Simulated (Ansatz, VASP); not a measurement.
Two plane-wave programs on FeSi

```xyz
8
Lattice="4.5300 0.0000 0.0000 0.0000 4.5300 0.0000 0.0000 0.0000 4.5300" Properties=species:S:1:pos:R:3 pbc="T T T"
Fe    0.5911    0.5911    0.5911
Fe    1.6739    3.9389    2.8561
Fe    2.8561    1.6739    3.9389
Fe    3.9389    2.8561    1.6739
Si    3.7959    3.7959    3.7959
Si    2.9991    0.7341    1.5309
Si    1.5309    2.9991    0.7341
Si    0.7341    1.5309    2.9991
```

Alike in both runs: functional LDA; k mesh 8 × 8 × 8; no spin polarisation.

Ansatz relaxed the structure, and its values are those at the end. VASP's run is a single point on that final structure, the one shown.

```csv
,VASP,Ansatz
version,VASP 6.6.1,Ansatz 0.2.0
potentials or method,"VASP PAW LDA potentials, release 64 (Fe, Si)","scalar-relativistic, plane waves, PAW"
plane-wave cutoff (eV),520,420
occupations,"gaussian, width 0.01 eV",fixed
valence electrons in the cell,48,80
```

Ansatz gave:

* gap on the k mesh at the Fermi level (eV): 0.15
* least direct gap on the mesh (eV): 0.17
* pressure (GPa): -20.8
* rms of the force components (eV/Å): 0.003

Task: What did VASP give for the same quantities?

Result: gap on the k mesh at the Fermi level (eV): 0.14; least direct gap on the mesh (eV): 0.16; pressure (GPa): -20.3; rms of the force components (eV/Å): 0.017.

LDA's correlation is that of Perdew and Zunger in VASP and of Perdew and Wang (1992) in Ansatz. VASP's potentials hold 48 valence electrons a cell and Ansatz's 80, so a difference there can come from the potentials and not from the codes. Ansatz's warnings: stress scf threshold loose.
